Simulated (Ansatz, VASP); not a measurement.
# CuI in VASP and in Ansatz

File INCAR:

```
SYSTEM = CuI
PREC = Accurate ; ENCUT = 600
EDIFF = 1E-7 ; ISMEAR = -1
SIGMA = 0.05 ; LREAL = .False.
LASPH = .True. ; NELM = 80
ALGO = Normal ; ISIF = 3
LWAVE = .False. ; LCHARG = .False.
IBRION = 2 ; NSW = 60
EDIFFG = -0.01
```

KPOINTS

```
Automatic mesh
0
Gamma
  8 8 8
  0 0 0
```

Contents of POSCAR:

```
CuI
1.0
    0.0000000000      3.0315000000      3.0315000000
    3.0315000000      0.0000000000      3.0315000000
    3.0315000000      3.0315000000      0.0000000000
I Cu
1 1
Direct
    0.0000000000      0.0000000000      0.0000000000
    0.7500000000      0.7500000000      0.7500000000
```

File input.yaml:

```yaml
crystal:
  lattice:
    - [0.0, 3.0315, 3.0315]
    - [3.0315, 0.0, 3.0315]
    - [3.0315, 3.0315, 0.0]
  atoms:
    - { symbol: I, position: [0.0, 0.0, 0.0] }
    - { symbol: Cu, position: [0.75, 0.75, 0.75] }
hamiltonian:
  xc: lda
  pseudopotentials: { kind: paw }
kpoints:
  mp_grid: { grid: [8, 8, 8] }
scf:
  occupations: { method: fermi_dirac, width: 0.05 }
output:
  forces: true
  stress: true
relax:
  f_tol: 0.01
  max_steps: 40
  cell: { stress_tol: 0.05 }
```

Alike in both runs: task relaxation of cell and atoms; functional LDA; k mesh 8 × 8 × 8; occupations fermi-dirac, width 0.05 eV; no spin polarisation.

|  | VASP | Ansatz |
| --- | --- | --- |
| version | VASP 6.6.1 | Ansatz 0.2.0 |
| potentials or method | VASP PAW LDA potentials, release 64 (I, Cu) | Ansatz PAW |
| plane-wave cutoff (eV) | 600 | 420 |
| valence electrons in the cell | 18 | 36 |

```csv
,VASP,Ansatz,Ansatz less VASP
relaxed volume (Å³/atom),25.26,25.18,-0.075
relaxed length of the cell vector where the two differ most in proportion (Å),4.149,4.145,-0.0041
```

LDA's correlation is that of Perdew and Zunger in VASP and of Perdew and Wang (1992) in Ansatz. VASP's potentials hold 18 valence electrons a cell and Ansatz's 36, so a difference there can come from the potentials and not from the codes.

Neither program's run includes spin-orbit coupling. Noted on Ansatz's run: the plane-wave basis is chosen anew once the cell has moved, so the energies of steps on either side of that aren't comparable.
